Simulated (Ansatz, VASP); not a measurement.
**C: VASP beside Ansatz**

INCAR

```
SYSTEM = C
PREC = Accurate ; ENCUT = 600
EDIFF = 1E-6 ; ISMEAR = 0
SIGMA = 0.02 ; LREAL = .False.
LASPH = .True. ; NELM = 120
ALGO = Normal ; ISIF = 2
LWAVE = .False. ; LCHARG = .False.
GGA = CA ; NBANDS = 11
GGA_COMPAT = .False.
```

Contents of KPOINTS:

```
regular mesh
0
Gamma
  12 12 12
  0 0 0
```

The input POSCAR:

```
C
1.0
    0.0000000000      1.7657234643      1.7657234643
    1.7657234643      0.0000000000      1.7657234643
    1.7657234643      1.7657234643      0.0000000000
C
2
Direct
    0.0000000000      0.0000000000      0.0000000000
    0.2500000000      0.2500000000      0.2500000000
```

Input for Ansatz:

```yaml
crystal:
  lattice:
    - [0.0, 1.7657234643, 1.7657234643]
    - [1.7657234643, 0.0, 1.7657234643]
    - [1.7657234643, 1.7657234643, 0.0]
  atoms:
    - { symbol: C, position: [0.0, 0.0, 0.0] }
    - { symbol: C, position: [0.25, 0.25, 0.25] }
basis:
  ecutwfc: 420
kpoints:
  mp_grid: { grid: [12, 12, 12] }
  band_path:
    path:
      - [[0.0, 0.0, 0.0], [0.5, 0.0, 0.5], [0.625, 0.25, 0.625]]
      - [[0.375, 0.375, 0.75], [0.0, 0.0, 0.0], [0.5, 0.5, 0.5], [0.5, 0.25, 0.75], [0.5, 0.0, 0.5]]
    npoints: 10
hamiltonian:
  xc: lda
  pseudopotentials: { kind: paw, azcp: { folder: soft_1 } }
scf:
  occupations: { method: gaussian, width: 0.02 }
  n_extra_bands: 7
output:
  forces: true
  stress: true
  eigenvalues: true
```

Alike in both runs: task single point; functional LDA; k mesh 12 × 12 × 12; occupations gaussian, width 0.02 eV; no spin polarisation.

|  | VASP | Ansatz |
| --- | --- | --- |
| version | VASP 6.6.1 | Ansatz 0.2.0 |
| potentials or method | VASP PAW LDA potentials, release 64 (C), cutoff 600 eV | scalar-relativistic, plane waves, PAW |
| valence electrons in the cell | 8 | 8 |

Ansatz gave:

| Property | Result |
| --- | --- |
| gap on the k mesh at the Fermi level (eV) | 4.20 |
| least direct gap on the mesh (eV) | 5.62 |
| pressure (GPa) | 0.0 |

What did VASP give for the same quantities?

gap on the k mesh at the Fermi level (eV): 4.20; least direct gap on the mesh (eV): 5.63; pressure (GPa): 0.9.

Ansatz warns that its potentials were made for another functional, while VASP's fit it. LDA's correlation is that of Perdew and Zunger in VASP and of Perdew and Wang (1992) in Ansatz.
